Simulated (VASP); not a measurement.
# Ga4Se3S (Pmn2_1) in VASP: single point with PBE+D3(BJ)

Aim: the single point of Ga4Se3S with PBE+D3(BJ).

All numbers are computed with VASP 6.6.1; they aren't measurements. Logs are shortened: lines on timing, memory, paths and dates and some standing lists are left out, and cuts for length are marked.

### Step 1. The cell of the first run

The structure is orthorhombic, space group Pmn2_1 (No. 31). The conventional cell has a = 3.708 Å, b = 6.422 Å, c = 15.773 Å, α = 90.00°, β = 90.00°, γ = 90.00°. Within 3.0 Å of Ga (site symmetry m) lie 1 Ga at 2.30 Å and 2 S at 2.46 Å and 1 Se at 2.46 Å. Within 3.0 Å of Ga (site symmetry m) lie 1 Ga at 2.30 Å and 2 Se at 2.46 Å and 1 S at 2.46 Å. Ga (site symmetry m) has 1 Ga at 2.30 Å and 3 Se at 2.46 Å within 3.0 Å. Ga (site symmetry m) has 1 Ga at 2.30 Å and 3 Se at 2.46 Å within 3.0 Å. Within 3.2 Å of S (site symmetry m) lie 3 Ga at 2.46 Å. Se (site symmetry m) has 3 Ga at 2.46 Å within 3.2 Å. Se (site symmetry m) has 3 Ga at 2.46 Å within 3.2 Å. Within 3.2 Å of Se (site symmetry m) lie 3 Ga at 2.46 Å.

### Step 2. Single point, PBE+D3(BJ)

INCAR

```
ALGO = Normal
EDIFF = 1E-6
ENCUT = 520
GGA = PE
ISIF = 2
ISMEAR = 0
IVDW = 12
LASPH = T
LCHARG = F
LREAL = Auto
LWAVE = F
NBANDS = 90
NELM = 100
PREC = Accurate
SIGMA = 0.1
```

KPOINTS

```
k-points
0
Gamma
  6 6 1
```

POSCAR

```
Ga4Se3S
1.0
    7.4151987200      0.0000000000      0.0000000000
   -1.8537996800      3.2108752300      0.0000000000
    0.0000000000      0.0000000000     15.7726547900
Ga S Se
8 2 6
Direct
    0.1666666700      0.6666666700      0.1770000000
    0.6666666700      0.6666666700      0.1770000000
    0.3333333300      0.3333333300      0.6770000000
    0.8333333300      0.3333333300      0.6770000000
    0.1666666700      0.6666666700      0.3230000000
    0.6666666700      0.6666666700      0.3230000000
    0.3333333300      0.3333333300      0.8230000000
    0.8333333300      0.3333333300      0.8230000000
    0.1666666700      0.6666666700      0.6000000000
    0.3333333300      0.3333333300      0.1000000000
    0.6666666700      0.6666666700      0.6000000000
    0.8333333300      0.3333333300      0.1000000000
    0.1666666700      0.6666666700      0.9000000000
    0.6666666700      0.6666666700      0.9000000000
    0.3333333300      0.3333333300      0.4000000000
    0.8333333300      0.3333333300      0.4000000000
```

Potentials or basis: VASP PAW PBE potentials, release 64 (Ga_d, S, Se).

Run with:

```console
cat potpaw_PBE.64/Ga_d/POTCAR potpaw_PBE.64/S/POTCAR potpaw_PBE.64/Se/POTCAR > POTCAR
mpirun -np 1 vasp_std > vasp.out
```

OUTCAR:

```text
EDIFF = 1E-6
   ENCUT = 520
   GGA = PE
   ISIF = 2
   ISMEAR = 0
   IVDW = 12
   LASPH = T
   LREAL = Auto
   NELM = 100
   PREC = Accurate
 IVDW          = 12

 ion  position               nearest neighbor table
   1  0.167  0.667  0.177-   5 2.30  10 2.46  10 2.46  12 2.46
   2  0.667  0.667  0.177-   6 2.30  12 2.46  12 2.46  10 2.46
   3  0.333  0.333  0.677-   7 2.30   9 2.46   9 2.46  11 2.46
   4  0.833  0.333  0.677-   8 2.30  11 2.46  11 2.46   9 2.46
   5  0.167  0.667  0.323-   1 2.30  15 2.46  15 2.46  16 2.46
   6  0.667  0.667  0.323-   2 2.30  16 2.46  16 2.46  15 2.46
   7  0.333  0.333  0.823-   3 2.30  13 2.46  13 2.46  14 2.46
   8  0.833  0.333  0.823-   4 2.30  14 2.46  14 2.46  13 2.46
   9  0.167  0.667  0.600-   3 2.46   3 2.46   4 2.46
  10  0.333  0.333  0.100-   1 2.46   1 2.46   2 2.46
  11  0.667  0.667  0.600-   4 2.46   4 2.46   3 2.46
  12  0.833  0.333  0.100-   2 2.46   2 2.46   1 2.46
  13  0.167  0.667  0.900-   7 2.46   7 2.46   8 2.46
  14  0.667  0.667  0.900-   8 2.46   8 2.46   7 2.46
  15  0.333  0.333  0.400-   5 2.46   5 2.46   6 2.46
  16  0.833  0.333  0.400-   6 2.46   6 2.46   5 2.46

  Warning from LATTYP: Monoclinic adjustment (A1->A3, A2->A1, A3->A2)!
  LATTYP: Found a simple orthorhombic cell.
 ALAT       =     3.7075993576
 B/A-ratio  =     1.7320508083
 C/A-ratio  =     4.2541421736

  Lattice vectors:

 A1 = (   1.8537996800,  -3.2108752300,   0.0000000000)
 A2 = (   5.5613990400,   3.2108752300,   0.0000000000)
 A3 = (   0.0000000000,   0.0000000000,  15.7726547900)

Analysis of symmetry for initial positions (statically):
=====================================================================
 Subroutine PRICEL returns:
 Original cell was already a primitive cell.

 Routine SETGRP: Setting up the symmetry group for a
 simple orthorhombic supercell.

 Subroutine GETGRP returns: Found  4 space group operations
 (whereof  2 operations were pure point group operations)
 out of a pool of  8 trial point group operations.

The static configuration has the point symmetry C_1h.
 The point group associated with its full space group is C_2v.

Analysis of symmetry for dynamics (positions and initial velocities):
=====================================================================
 Subroutine PRICEL returns:
 Original cell was already a primitive cell.

 Routine SETGRP: Setting up the symmetry group for a
 simple orthorhombic supercell.

 Subroutine GETGRP returns: Found  4 space group operations
 (whereof  2 operations were pure point group operations)
 out of a pool of  8 trial point group operations.

The dynamic configuration has the point symmetry C_1h.
 The point group associated with its full space group is C_2v.

 Subroutine INISYM returns: Found  4 space group operations
 (whereof  2 operations are pure point group operations),
 and found     1 'primitive' translations

----------------------------------------------------------------------------------------

                                     Primitive cell

  volume of cell :     375.5355

  direct lattice vectors                    reciprocal lattice vectors
     7.415198720  0.000000000  0.000000000     0.134858153  0.077860391  0.000000000
    -1.853799680  3.210875230  0.000000000     0.000000000  0.311441563  0.000000000
     0.000000000  0.000000000 15.772654790     0.000000000  0.000000000  0.063400868

  length of vectors
     7.415198720  3.707599358 15.772654790     0.155720781  0.311441563  0.063400868

  position of ions in fractional coordinates (direct lattice)
     0.166666670  0.666666670  0.177000000
     0.666666670  0.666666670  0.177000000
     0.333333330  0.333333330  0.677000000
     0.833333330  0.333333330  0.677000000
     0.166666670  0.666666670  0.323000000
     0.666666670  0.666666670  0.323000000
[... 8 lines left out ...]
     0.333333330  0.333333330  0.400000000
     0.833333330  0.333333330  0.400000000

  ion indices of the primitive-cell ions
   primitive index   ion index
                 1           1
                 2           2
                 3           3
                 4           4
                 5           5
                 6           6
[... 8 lines left out ...]
                15          15
                16          16

----------------------------------------------------------------------------------------

 KPOINTS: k-points

Automatic generation of k-mesh.
 Grid dimensions read from file:
 generate k-points for:    6    6    1

 Generating k-lattice:

  Cartesian coordinates                     Fractional coordinates (reciprocal lattice)
     0.022476359  0.012976732  0.000000000     0.166666667  0.000000000  0.000000000
     0.000000000  0.051906927  0.000000000     0.000000000  0.166666667  0.000000000
     0.000000000  0.000000000  0.063400868     0.000000000  0.000000000  1.000000000

  Length of vectors
     0.025953464  0.051906927  0.063400868

  Shift w.r.t. Gamma in fractional coordinates (k-lattice)
     0.000000000  0.000000000  0.000000000

 Subroutine IBZKPT returns following result:
 ===========================================

 Found     16 irreducible k-points:

 Following reciprocal coordinates:
            Coordinates               Weight
  0.000000  0.000000  0.000000      1.000000
  0.166667  0.000000  0.000000      2.000000
  0.333333  0.000000  0.000000      2.000000
  0.500000  0.000000  0.000000      1.000000
  0.000000  0.166667  0.000000      4.000000
  0.166667  0.166667  0.000000      4.000000
[... 8 lines left out ...]
  0.333333  0.500000  0.000000      2.000000
  0.500000  0.500000  0.000000      1.000000
   k-points           NKPTS =     16   k-points in BZ     NKDIM =     16   number of bands    NBANDS=     90
   number of dos      NEDOS =    301   number of ions     NIONS =     16
   total plane-waves  NPLWV = 188160
   dimension x,y,z NGX =    56 NGY =   28 NGZ =  120
   dimension x,y,z NGXF=   112 NGYF=   56 NGZF=  240
   ions per type =               8   2   6
   NGX,Y,Z   is equivalent  to a cutoff of  12.55, 12.55, 12.65 a.u.
   NGXF,Y,Z  is equivalent  to a cutoff of  25.11, 25.11, 25.30 a.u.
 SYSTEM =  unknown system
   PREC   = accura    normal or accurate (medium, high low for compatibility)
   ISTART =      0    job   : 0-new  1-cont  2-samecut
   ICHARG =      2    charge: 1-file 2-atom 10-const
   ISPIN  =      1    spin polarized calculation?
   LNONCOLLINEAR =      F non collinear calculations
   LSORBIT =      F    spin-orbit coupling
   LASPH  =      T    aspherical Exc in radial PAW
   ENCUT  =  520.0 eV  38.22 Ry    6.18 a.u.  13.79  6.89 29.33*2*pi/ulx,y,z
   NELM   =    100;   NELMIN=  2; NELMDL= -5     # of ELM steps
   EDIFF  = 0.1E-05   stopping-criterion for ELM
   LREAL  =      T    real-space projection
   EDIFFG = 0.1E-04   stopping-criterion for IOM
   NSW    =      0    number of steps for IOM
   IBRION =     -1    ionic relax: 0-MD 1-quasi-New 2-CG
   NFREE  =      0    steps in history (QN), initial steepest desc. (CG)
   ISIF   =      2    stress and relaxation
   ISYM   =      2    0-nonsym 1-usesym 2-fastsym
   POTIM  = 0.5000    time-step for ionic-motion
   TEBEG  =    0.0;   TEEND  =   0.0 temperature during run
   PSTRESS=    0.0 pullay stress
   NELECT =     152.0000    total number of electrons
   NUPDOWN=      -1.0000    fix difference up-down
   EMIN   =  10.00;   EMAX   =-10.00  energy-range for DOS
   EFERMI =   0.00;   METHOD = LEGACY
   ISMEAR =     0;   SIGMA  =   0.10  broadening in eV -4-tet -1-fermi 0-gaus
   EFERMI_NEDOS =   21; number of points for ismear=-14 and -15
   IALGO  =     38    algorithm
   IMIX   =      4    mixing-type and parameters
     AMIX     =   0.40;   BMIX     =  1.00
     AMIX_MAG =   1.60;   BMIX_MAG =  1.00
  volume/ion in A,a.u.               =      23.47       158.39
  Fermi-wavevector in a.u.,A,eV,Ry     =   1.210986  2.288431 19.952759  1.466486
  Thomas-Fermi vector in A             =   2.346515
   LORBIT       =      0    0 simple, 1 ext, 2 COOP (PROOUT), +10 PAW based schemes
   GGA     = PE    functional components
   LHFCALC =     F    Hartree Fock is set to
   AEXX    =    0.0000 exact exchange contribution
   IVDW    =    12    specifies the selected vdW correction
   LEPSILON=     F    determine dielectric tensor
   LRPA    =     F    only Hartree local field effects (RPA)
 non-spin polarized calculation
 Gauss-broadening in eV      SIGMA  =   0.10
  energy-cutoff  :      520.00
  volume of cell :      375.54
 maximum number of plane-waves:     10150
   NGX = 27   NGY = 13   NGZ = 59

 number of electron     152.0000052 magnetization

 Free energy of the ion-electron system (eV)
  ---------------------------------------------------
  ext. energy  EPLUGINS =         0.00000000
  ---------------------------------------------------
  free energy    TOTEN  =       -61.18063141 eV

  energy without entropy =      -61.18063141  energy(sigma->0) =      -61.18063141

 E-fermi :   3.9354     XC(G=0):  -9.3723

 val. band max:        3.4835695463   @ k =   0.0000   0.0000   0.0000
 cond. band min:       4.8295757252   @ k =   0.0000   0.5000   0.0000
 fundamental gap:      1.3460061790
 Fermi energy:         3.9354040117

 k-point     1 :       0.0000    0.0000    0.0000
  band No.  band energies     occupation
      1     -11.6921      2.00000
      2     -11.6911      2.00000
      3     -11.6881      2.00000
      4     -11.6878      2.00000
      5     -11.6588      2.00000
      6     -11.6564      2.00000
[... 80 lines left out ...]
     87       7.4931      0.00000
     88       7.6282      0.00000

 k-point     2 :       0.1667    0.0000    0.0000
  band No.  band energies     occupation
      1     -11.6883      2.00000
      2     -11.6877      2.00000
      3     -11.6861      2.00000
      4     -11.6851      2.00000
      5     -11.6567      2.00000
      6     -11.6534      2.00000
[... 1263 lines left out ...]
     87       7.5492      0.00000
     88       7.5492      0.00000

 k-point    16 :       0.5000    0.5000    0.0000
  band No.  band energies     occupation
      1     -11.6889      2.00000
      2     -11.6889      2.00000
      3     -11.6736      2.00000
      4     -11.6736      2.00000
      5     -11.6634      2.00000
      6     -11.6634      2.00000
[... 80 lines left out ...]
     87       7.6634      0.00000
     88       7.6634      0.00000
 [bands above 88 left out]

------------------------ aborting loop because EDIFF is reached ----------------------------------------

 Edisp (eV)   -4.65027

 E8    (eV) :    -2.0189

  FORCE on cell =-STRESS in cart. coord.  units (eV):
  Direction    XX          YY          ZZ          XY          YZ          ZX
  --------------------------------------------------------------------------------------
  -------------------------------------------------------------------------------------
  Total      -0.99357    -0.81315     8.19173    -0.15625     0.00000     0.00000
  in kB      -4.23895    -3.46923    34.94905    -0.66660     0.00000     0.00000
  external pressure =        9.08 kB  Pullay stress =        0.00 kB

 VOLUME and BASIS-vectors are now :
 -----------------------------------------------------------------------------
  energy-cutoff  :      520.00
  volume of cell :      375.54
      direct lattice vectors                 reciprocal lattice vectors
     7.415198720  0.000000000  0.000000000     0.134858153  0.077860391  0.000000000
    -1.853799680  3.210875230  0.000000000     0.000000000  0.311441563  0.000000000
     0.000000000  0.000000000 15.772654790     0.000000000  0.000000000  0.063400868

 POSITION                                       TOTAL-FORCE (eV/Angst)
 -----------------------------------------------------------------------------------
      0.00000      2.14058      2.79176         0.522838      0.301861     -2.036526
      3.70760      2.14058      2.79176        -0.518410     -0.299304     -1.630586
      1.85380      1.07029     10.67809        -0.522838     -0.301861     -2.036526
      5.56140      1.07029     10.67809         0.518410      0.299304     -1.630586
      0.00000      2.14058      5.09457         0.061442      0.035474      1.284261
      3.70760      2.14058      5.09457        -0.061759     -0.035657      1.230557
[... 8 lines left out ...]
      1.85380      1.07029      6.30906        -0.022678     -0.013093     -0.028344
      5.56140      1.07029      6.30906         0.024223      0.013985     -0.072324
 -----------------------------------------------------------------------------------
    total drift:                                0.000000      0.000001     -0.000035

  FREE ENERGIE OF THE ION-ELECTRON SYSTEM (eV)
  ---------------------------------------------------
  free  energy   TOTEN  =       -65.8309057800 eV

  energy  without entropy=      -65.8309057800  energy(sigma->0) =      -65.83090578
```

It took 19 min on 1 thread of Intel Xeon Platinum 8259CL at 2.50GHz (Skylake/Cascade Lake), shared host; peak memory 0.63 GiB.

What came out:

```
Free energy                : -65.8309 eV
Pressure                   : 0.9 GPa
Largest force              : 2.124 eV/Å
Band gap on the k mesh     : 1.35 eV (least direct gap 1.35 eV)
Dispersion energy per atom : -0.291 eV
```

Forces in eV/Å, atoms in the order of the input:
```
Ga   0.523  0.302 -2.037
Ga  -0.518 -0.299 -1.631
Ga  -0.523 -0.302 -2.037
Ga   0.518  0.299 -1.631
Ga   0.061  0.035  1.284
Ga  -0.062 -0.036  1.231
Ga  -0.061 -0.035  1.284
Ga   0.062  0.036  1.231
S   -0.006 -0.004  1.251
S    0.006  0.004  1.251
Se   0.012  0.007  0.002
Se  -0.012 -0.007  0.002
Se   0.023  0.013 -0.028
Se  -0.024 -0.014 -0.072
Se  -0.023 -0.013 -0.028
Se   0.024  0.014 -0.072
```

Caveat: forces of over 1 eV/Å act on the atoms, so gaps and moduli don't describe the material at rest.
